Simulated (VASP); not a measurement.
# Zn (P6_3/mmc) in VASP: notebook, part 2 of 2

VASP 6.6.1. The steps go on from the part before.

### 3 Single point, r2SCAN

This run uses another cell than the first one, of 10.41 Å³/atom, 0.974 times its volume.

Contents of POSCAR:

```
Zn
1.0
    2.4483752015      0.0000000000      0.0000000000
   -1.2241876007      2.1203551225      0.0000000000
    0.0000000000      0.0000000000      4.0108482002
Zn
2
Direct
    0.3333333333      0.6666666667      0.2500000000
    0.6666666667      0.3333333333      0.7500000000
```

Contents of INCAR.step1:

```
SYSTEM = Zn
ALGO = Normal ; EDIFF = 1E-4
ENCUT = 520 ; GGA = PE
ISMEAR = 0 ; LASPH = .TRUE.
LCHARG = .FALSE. ; LREAL = .FALSE.
LWAVE = .TRUE. ; NBANDS = 19
NELM = 80 ; PREC = Accurate
SIGMA = 0.1
```

Contents of INCAR.step2:

```
SYSTEM = Zn
ALGO = Normal ; EDIFF = 1E-6
ENCUT = 520 ; ISIF = 2
ISMEAR = 0 ; ISTART = 1
LASPH = .TRUE. ; LCHARG = .FALSE.
LMIXTAU = .TRUE. ; LREAL = .FALSE.
LWAVE = .FALSE. ; METAGGA = R2SCAN
NBANDS = 19 ; NELM = 80
PREC = Accurate ; SIGMA = 0.1
```

Contents of KPOINTS:

```
k-points
0
G
  18 18 10
  0 0 0
```

Potentials or basis: VASP PAW PBE potentials, release 64 (Zn).

Started as:

```bash
cat potpaw_PBE.64/Zn/POTCAR > POTCAR
cp INCAR.step1 INCAR
mpirun -np 1 vasp_std > vasp.out
cp INCAR.step2 INCAR
mpirun -np 1 vasp_std > vasp.out
```

OUTCAR:

```text
SYSTEM = Zn
   EDIFF = 1E-6
   ENCUT = 520
   ISIF = 2
   ISMEAR = 0
   ISTART = 1
   LASPH = .TRUE.
   LREAL = .FALSE.
   METAGGA = R2SCAN
   NELM = 80
   PREC = Accurate

 ion  position               nearest neighbor table
   1  0.333  0.667  0.250-   2 2.45   2 2.45   2 2.45   2 2.45   2 2.45   2 2.45
   2  0.667  0.333  0.750-   1 2.45   1 2.45   1 2.45   1 2.45   1 2.45   1 2.45

  LATTYP: Found a hexagonal cell.
 ALAT       =     2.4483752015
 C/A-ratio  =     1.6381673028

  Lattice vectors:

 A1 = (   2.4483752015,   0.0000000000,   0.0000000000)
 A2 = (  -1.2241876007,   2.1203551225,   0.0000000000)
 A3 = (   0.0000000000,   0.0000000000,   4.0108482002)

Analysis of symmetry for initial positions (statically):
=====================================================================
 Subroutine PRICEL returns:
 Original cell was already a primitive cell.

 Routine SETGRP: Setting up the symmetry group for a
 hexagonal supercell.

 Subroutine GETGRP returns: Found 24 space group operations
 (whereof 12 operations were pure point group operations)
 out of a pool of 24 trial point group operations.

The static configuration has the point symmetry D_3d.
 The point group associated with its full space group is D_6h.

Analysis of symmetry for dynamics (positions and initial velocities):
=====================================================================
 Subroutine PRICEL returns:
 Original cell was already a primitive cell.

 Routine SETGRP: Setting up the symmetry group for a
 hexagonal supercell.

 Subroutine GETGRP returns: Found 24 space group operations
 (whereof 12 operations were pure point group operations)
 out of a pool of 24 trial point group operations.

The dynamic configuration has the point symmetry D_3d.
 The point group associated with its full space group is D_6h.

 Subroutine INISYM returns: Found 24 space group operations
 (whereof 12 operations are pure point group operations),
 and found     1 'primitive' translations

[... 112 lines left out ...]
   IMIX   =      4    mixing-type and parameters
     AMIX     =   0.40;   BMIX     =  1.00
     AMIX_MAG =   1.60;   BMIX_MAG =  1.00
  volume/ion in A,a.u.               =      10.41        70.26
  Fermi-wavevector in a.u.,A,eV,Ry     =   1.716476  3.243669 40.086690  2.946289
  Thomas-Fermi vector in A             =   2.793655
   LORBIT       =      0    0 simple, 1 ext, 2 COOP (PROOUT), +10 PAW based schemes
   METAGGA = R2SCAN    functional components
   LHFCALC =     F    Hartree Fock is set to
   AEXX    =    0.0000 exact exchange contribution
   IVDW    =     0    specifies the selected vdW correction
   LEPSILON=     F    determine dielectric tensor
   LRPA    =     F    only Hartree local field effects (RPA)
 non-spin polarized calculation
 Gauss-broadening in eV      SIGMA  =   0.10
  energy-cutoff  :      520.00
  volume of cell :       20.82
 maximum number of plane-waves:       578
   NGX =  9   NGY =  9   NGZ = 15

 number of electron      24.0000049 magnetization

 Free energy of the ion-electron system (eV)
  ---------------------------------------------------
  ext. energy  EPLUGINS =         0.00000000
  ---------------------------------------------------
  free energy    TOTEN  =       -16.72880733 eV

  energy without entropy =      -16.72787419  energy(sigma->0) =      -16.72834076

 E-fermi :   6.7982     XC(G=0): -15.1490

 val. band max:        6.7951159957   @ k =   0.1111   0.0000   0.1000
 cond. band min:       6.8607840161   @ k =   0.2778   0.2778   0.2000
 fundamental gap:      0.0656680204
 Fermi energy:         6.7981516383

 k-point     1 :       0.0000    0.0000    0.0000
  band No.  band energies     occupation
      1      -8.2524      2.00000
      2      -4.7625      2.00000
      3      -3.1424      2.00000
      4      -3.0630      2.00000
      5      -3.0628      2.00000
      6      -2.8775      2.00000
[... 505 lines left out ...]
      6      -2.8956      2.00000
[... 11 lines left out ...]
     18      23.7487      0.00000
     19      24.6747      0.00000

 [... further k-points ...]

------------------------ aborting loop because EDIFF is reached ----------------------------------------

  FORCE on cell =-STRESS in cart. coord.  units (eV):
  Direction    XX          YY          ZZ          XY          YZ          ZX
  --------------------------------------------------------------------------------------
  -------------------------------------------------------------------------------------
  Total        7.9921882      7.9921882      8.0261433      0.0000000      0.0000000      0.0000000
  in kB      614.9693685    614.9693685    617.5820892      0.0000000      0.0000000      0.0000000
  external PRESSURE =     615.8402754 kB  Pullay stress =       0.0000000 kB

 VOLUME and BASIS-vectors are now :
 -----------------------------------------------------------------------------
  energy-cutoff  :      520.00
  volume of cell :       20.82
      direct lattice vectors                 reciprocal lattice vectors
     2.448375202  0.000000000  0.000000000     0.408434132  0.235809556  0.000000000
    -1.224187601  2.120355122  0.000000000     0.000000000  0.471619112  0.000000000
     0.000000000  0.000000000  4.010848200     0.000000000  0.000000000  0.249323821

 POSITION                                       TOTAL-FORCE (eV/Angst)
 -----------------------------------------------------------------------------------
     -0.00000      1.41357      1.00271        -0.000000      0.000000      0.000000
      1.22419      0.70679      3.00814         0.000000     -0.000000      0.000000
 -----------------------------------------------------------------------------------
    total drift:                               -0.000000      0.000000     -0.000000

  FREE ENERGIE OF THE ION-ELECTRON SYSTEM (eV)
  ---------------------------------------------------
  free  energy   TOTEN  =       -16.7288073340 eV

  energy  without entropy=      -16.7278741920  energy(sigma->0) =      -16.72834076
```

OUTCAR.step1:

```text
SYSTEM = Zn
   EDIFF = 1E-4
   ENCUT = 520
   GGA = PE
   ISMEAR = 0
   LASPH = .TRUE.
   LREAL = .FALSE.
[... 751 lines left out ...]
     -0.00000      1.41357      1.00271         0.000000      0.000000      0.000000
      1.22419      0.70679      3.00814        -0.000000      0.000000      0.000000
 -----------------------------------------------------------------------------------
    total drift:                               -0.000000      0.000000     -0.000000

  FREE ENERGIE OF THE ION-ELECTRON SYSTEM (eV)
  ---------------------------------------------------
  free  energy   TOTEN  =        -0.8483229493 eV

  energy  without entropy=       -0.8475746555  energy(sigma->0) =       -0.84794880
```

OSZICAR.step1:

```text
N       E                     dE             d eps       ncg     rms          rms(c)
DAV:   1     0.107542197895E+03    0.10754E+03   -0.12302E+04  9370   0.223E+03
DAV:   2     0.324175144948E+01   -0.10430E+03   -0.10078E+03  8485   0.303E+02
DAV:   3    -0.128588289516E+01   -0.45276E+01   -0.45097E+01  9256   0.681E+01
DAV:   4    -0.130565422156E+01   -0.19771E-01   -0.19767E-01  9196   0.447E+00
DAV:   5    -0.130566912306E+01   -0.14901E-04   -0.14901E-04  8033   0.114E-01    0.100E+01
DAV:   6    -0.896611150473E+00    0.40906E+00   -0.10594E+00  9312   0.260E+01    0.623E+00
DAV:   7    -0.859613111409E+00    0.36998E-01   -0.40583E-02  9702   0.340E+00    0.268E+00
DAV:   8    -0.848343132282E+00    0.11270E-01   -0.15301E-03 11713   0.107E+00    0.478E-02
DAV:   9    -0.848322949317E+00    0.20183E-04   -0.21251E-04  8192   0.169E-01
   1 F= -.84832295E+00 E0= -.84794880E+00  d E =-.748294E-03
```

Wall time 2.4 min (1 thread of Intel Xeon 6975P-C (Granite Rapids), shared host); peak memory 0.18 GiB.

Results:

```
Free energy            : -16.7288 eV
Pressure               : 61.6 GPa
Band gap on the k mesh : zero (band 12 reaches 8.35 eV, above the bottom of band 13 at 5.59 eV)
```

Levels at points of the mesh, in eV from the Fermi level:
| k point | band 8 | band 9 | band 10 | band 11 | band 12 | band 13 | band 14 | band 15 | band 16 | band 17 |
| --- | --- | --- | --- | --- | --- | --- | --- | --- | --- | --- |
| (0.00, 0.00, 0.00) | -9.41 | -9.41 | -8.70 | -8.70 | -5.66 | -1.16 | 20.36 | 20.36 | 20.55 | 22.06 |
| (0.50, 0.00, 0.00) | -8.60 | -8.58 | -8.51 | -5.34 | -3.63 | 3.99 | 4.66 | 6.91 | 7.63 | 10.64 |
| (0.00, 0.00, 0.50) | -9.90 | -8.92 | -8.92 | -8.92 | -8.92 | 9.24 | 9.24 | 21.45 | 21.45 | 22.68 |
| (0.50, 0.00, 0.50) | -8.75 | -8.55 | -8.55 | -4.15 | -4.15 | 0.28 | 0.28 | 13.88 | 13.88 | 15.67 |

Caveat: the PAW data sets were made with another functional, which shifts forces and pressure a little.

### 4 Single point, r2SCAN

This run uses another cell than the first one, of 13.31 Å³/atom, 1.246 times its volume.

Contents of POSCAR:

```
Zn
1.0
    2.5681012759      0.0000000000      0.0000000000
   -1.2840506379      2.2240409445      0.0000000000
    0.0000000000      0.0000000000      4.6610262768
Zn
2
Direct
    0.3333333333      0.6666666667      0.2500000000
    0.6666666667      0.3333333333      0.7500000000
```

Contents of INCAR.step1:

```
PREC = Accurate ; ENCUT = 520
ISMEAR = 0 ; SIGMA = 0.1
LREAL = F ; LASPH = T
NELM = 100 ; NBANDS = 19
GGA = PE ; ALGO = Normal
EDIFF = 1E-4 ; LWAVE = T
LCHARG = F
```

Contents of INCAR.step2:

```
PREC = Accurate ; ENCUT = 520
EDIFF = 1E-7 ; ISMEAR = 0
SIGMA = 0.1 ; LREAL = F
LASPH = T ; NELM = 100
ALGO = Normal ; ISIF = 2
LWAVE = F ; LCHARG = F
METAGGA = R2SCAN ; LMIXTAU = T
NBANDS = 19 ; ISTART = 1
```

Contents of KPOINTS:

```
Automatic mesh
0
Gamma
  18 18 8
```

Started as:

```bash
cat potpaw_PBE.64/Zn/POTCAR > POTCAR
cp INCAR.step1 INCAR
mpirun -np 1 vasp_std > vasp.out
cp INCAR.step2 INCAR
mpirun -np 1 vasp_std > vasp.out
```

Run time: 3.6 min. Hardware: 1 thread of Intel Xeon 6975P-C (Granite Rapids), shared host; peak memory 0.19 GiB.

It converged, with:

```
Free energy            : -17.7468 eV
Pressure               : 8.6 GPa
Band gap on the k mesh : zero (band 12 reaches 5.64 eV, above the bottom of band 13 at 1.29 eV)
```

Stress tensor (GPa, compression positive):
```
8.82 0.00 0.00
0.00 8.82 0.00
0.00 0.00 8.14
```

Levels at points of the mesh, in eV from the Fermi level:
```csv
k point,band 8,band 9,band 10,band 11,band 12,band 13,band 14,band 15,band 16,band 17
"(0.00, 0.00, 0.00)",-8.02,-8.02,-7.73,-7.73,-4.53,-2.81,16.45,19.69,19.69,19.82
"(0.50, 0.00, 0.00)",-7.72,-7.52,-7.49,-3.65,-2.55,3.26,3.79,5.35,6.19,11.20
"(0.00, 0.00, 0.50)",-8.47,-7.84,-7.84,-7.84,-7.84,5.69,5.69,21.33,21.33,21.33
"(0.50, 0.00, 0.50)",-7.76,-7.51,-7.51,-2.60,-2.60,0.37,0.37,11.96,11.96,13.41
```

Caveat: the PAW data sets were made with another functional, which shifts forces and pressure a little.

### 5 Overview

```csv
task,cell,k mesh,cutoff (eV),gap on the mesh (eV),pressure (GPa)
relaxation of cell and atoms,"relaxed to 60 GPa from a = 2.465, b = 2.465, c = 4.061 Å, angles 90.0, 90.0, 120.0°, 2 atoms",18 × 18 × 10,600,none,60.0
single point,"a = 2.448, b = 2.448, c = 4.011 Å, angles 90.0, 90.0, 120.0°, 2 atoms",18 × 18 × 10,520,none,61.6
single point,"a = 2.568, b = 2.568, c = 4.661 Å, angles 90.0, 90.0, 120.0°, 2 atoms",18 × 18 × 8,520,none,8.6
```

Alike in all rows: level r2SCAN; potentials or basis VASP PAW PBE potentials, release 64 (Zn); no spin polarisation; smearing gaussian 0.1 eV.

Caveats: the PAW data sets were made with another functional, which shifts forces and pressure a little; the cell is relaxed towards a set pressure, so the enthalpy falls and the energy may rise (some runs).

Absolute energies hang on the potentials; compare differences alone.
